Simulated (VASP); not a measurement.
Wanted: the native input for a VASP 6.6.1 run.

* Task: electric field gradients
* Functional: PBE
* Potentials or basis: VASP PAW PBE potentials, release 64 (Ga_d, As)
* Cutoff: 520 eV
* k mesh: 12 × 12 × 12
* Occupations: gaussian, width 0.01 eV
* Spin: no spin polarisation
* Dipole correction: no
* Further INCAR settings: ALGO = Normal; EDIFF = 1e-08; NBANDS = 16

The structure of GaAs lies in POSCAR:

```
GaAs
1.0
    0.0000000000      2.8194337500      2.8406325000
    2.8194337500      0.0000000000      2.8406325000
    2.8194337500      2.8194337500      0.0000000000
Ga As
1 1
Direct
    0.0000000000      0.0000000000      0.0000000000
    0.2500000000      0.2500000000      0.2500000000
```

One way to write it, as run:

INCAR

```
SYSTEM = GaAs
PREC     = Accurate       ! precision mode
ENCUT    = 520            ! plane-wave cutoff, eV
EDIFF    = 1E-8           ! SCF threshold, eV
ISMEAR   = 0              ! smearing method
SIGMA    = 0.01           ! smearing width, eV
LREAL    = .FALSE.        ! projectors in reciprocal space
LASPH    = .TRUE.         ! aspherical terms in the spheres
NELM     = 100            ! most SCF steps
ALGO     = Normal         ! electronic algorithm
ISIF     = 2              ! what is computed and relaxed
LWAVE    = .FALSE.        ! write WAVECAR
LCHARG   = .FALSE.        ! write CHGCAR
GGA      = PE             ! functional
LEFG     = .TRUE.       
NBANDS   = 16             ! bands
```

KPOINTS

```
regular mesh
0
G
  12 12 12
  0 0 0
```

Potentials or basis: VASP PAW PBE potentials, release 64 (Ga_d, As).

The run is started by

```sh
$ cat potpaw_PBE.64/Ga_d/POTCAR potpaw_PBE.64/As/POTCAR > POTCAR
$ mpirun -np 1 vasp_std > vasp.out
```

It gave:

```json
{
 "Pressure": "3.5 GPa",
 "Band gap on the k mesh": "0.51 eV, direct"
}
```

Caveat: without QUAD_EFG the Cq values of the log hold for a quadrupole moment of 1 mb, not for the nuclei.

Run time: 2.3 min on 1 thread of Intel(R) Xeon(R) Platinum 8259CL CPU @ 2.50GHz (Skylake/Cascade Lake), with other jobs on the host, peak memory 0.26 GiB.
